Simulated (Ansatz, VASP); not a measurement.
# AgCl in VASP and in Ansatz

The input INCAR:

```
SYSTEM = AgCl
PREC = Accurate
ENCUT = 520
EDIFF = 1E-6
ISMEAR = 0
SIGMA = 0.01
LREAL = .FALSE.
LASPH = .TRUE.
NELM = 80
ALGO = Normal
ISIF = 2
LWAVE = .FALSE.
LCHARG = .FALSE.
GGA = PE
NBANDS = 26
```

KPOINTS

```
Automatic mesh
0
G
  6 6 4
  0 0 0
```

Contents of POSCAR:

```
AgCl
1.0
    4.5197423908      0.0000000000      0.0000000000
   -2.2598711954      3.9142117290      0.0000000000
    0.0000000000      0.0000000000      5.7224980680
Ag Cl
2 2
Direct
    0.3333333333      0.6666666667     -0.0622203148
    0.6666666667      0.3333333333      0.4377796852
    0.3333333333      0.6666666667      0.4372203148
    0.6666666667      0.3333333333      0.9372203148
```

Input for Ansatz:

```yaml
crystal:
  lattice:
    - [4.5197423908, 0.0, 0.0]
    - [-2.2598711954, 3.914211729, 0.0]
    - [0.0, 0.0, 5.722498068]
  atoms:
    - { symbol: Ag, position: [0.3333333333, 0.6666666667, -0.0622203148] }
    - { symbol: Ag, position: [0.6666666667, 0.3333333333, 0.4377796852] }
    - { symbol: Cl, position: [0.3333333333, 0.6666666667, 0.4372203148] }
    - { symbol: Cl, position: [0.6666666667, 0.3333333333, 0.9372203148] }
kpoints:
  mp_grid: { grid: [6, 6, 4] }
hamiltonian:
  xc: pbe
scf:
  occupations: { method: fixed }
output:
  optics:
    e_range: [0, 13]
    de: 0.05
    sigma: 0.1
    bands: { spectra_wanted_up_to: 13 }
```

Alike in both runs: task single point; functional PBE; k mesh 6 × 6 × 4; no spin polarisation.

```csv
,VASP,Ansatz
version,VASP 6.6.1,Ansatz 0.2.0
potentials or method,"VASP PAW PBE potentials, release 64 (Ag, Cl)","plane waves, PAW"
plane-wave cutoff (eV),520,420
occupations,"gaussian, width 0.01 eV",fixed
valence electrons in the cell,36,52
```

|  | VASP | Ansatz | Ansatz less VASP |
| --- | --- | --- | --- |
| gap on the k mesh at the Fermi level (eV) | 1.36 | 1.36 | +0.001 |

VASP's potentials hold 36 valence electrons a cell and Ansatz's 52, so a difference there can come from the potentials and not from the codes.
